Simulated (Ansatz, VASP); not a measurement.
## Ta: VASP beside Ansatz

Contents of INCAR:

```
ALGO = Fast
EDIFF = 1E-7
ENCUT = 520
GGA = CA
ISIF = 2
ISMEAR = 0
LASPH = True
LCHARG = False
LREAL = False
LWAVE = False
NBANDS = 18
NELM = 100
PREC = Accurate
SIGMA = 0.15
```

File KPOINTS:

```
k-points
0
Gamma
  18 18 10
```

POSCAR

```
Ta
1.0
    2.9003720726      0.0000000000      0.0000000000
   -1.4501860363      2.5117958953      0.0000000000
    0.0000000000      0.0000000000      5.3729249600
Ta
2
Direct
    0.6666666667      0.3333333333      0.7500000000
    0.3333333333      0.6666666667      0.2500000000
```

Input for Ansatz:

```yaml
crystal:
  lattice:
    - [2.9003720726, 0.0, 0.0]
    - [-1.4501860363, 2.5117958953, 0.0]
    - [0.0, 0.0, 5.37292496]
  atoms:
    - { symbol: Ta, position: [0.6666666667, 0.3333333333, 0.75] }
    - { symbol: Ta, position: [0.3333333333, 0.6666666667, 0.25] }
basis:
  ecutwfc: 420
kpoints:
  mp_grid: { grid: [18, 18, 10] }
hamiltonian:
  xc: lda
scf:
  occupations: { method: gaussian, width: 0.15 }
output:
  forces: true
  stress: true
  eigenvalues: true
```

Change from the starting cell: strain +0.0400 x Voigt [0, 0, 1, 0, 0, 0], atoms carried along.

Alike in both runs: task single point; functional LDA; k mesh 18 × 18 × 10; occupations gaussian, width 0.15 eV; no spin polarisation.

|  | VASP | Ansatz |
| --- | --- | --- |
| version | VASP 6.6.1 | Ansatz 0.2.0 |
| potentials or method | VASP PAW LDA potentials, release 64 (Ta_pv), cutoff 520 eV | scalar-relativistic, plane waves, PAW |
| valence electrons in the cell | 22 | 26 |

|  | VASP | Ansatz | Ansatz less VASP |
| --- | --- | --- | --- |
| gap on the k mesh at the Fermi level (eV) | none | none | - |
| pressure (GPa) | -16.5 | -17.0 | -0.53 |
| traceless stress, the component that is largest in VASP (GPa) | -2.85 | -2.85 | +0.003 |

LDA's correlation is that of Perdew and Zunger in VASP and of Perdew and Wang (1992) in Ansatz. A gap of «none» marks a metal or a gap that the smearing closes. VASP's potentials hold 22 valence electrons a cell and Ansatz's 26, so a difference there can come from the potentials and not from the codes.

Neither program's run includes spin-orbit coupling.
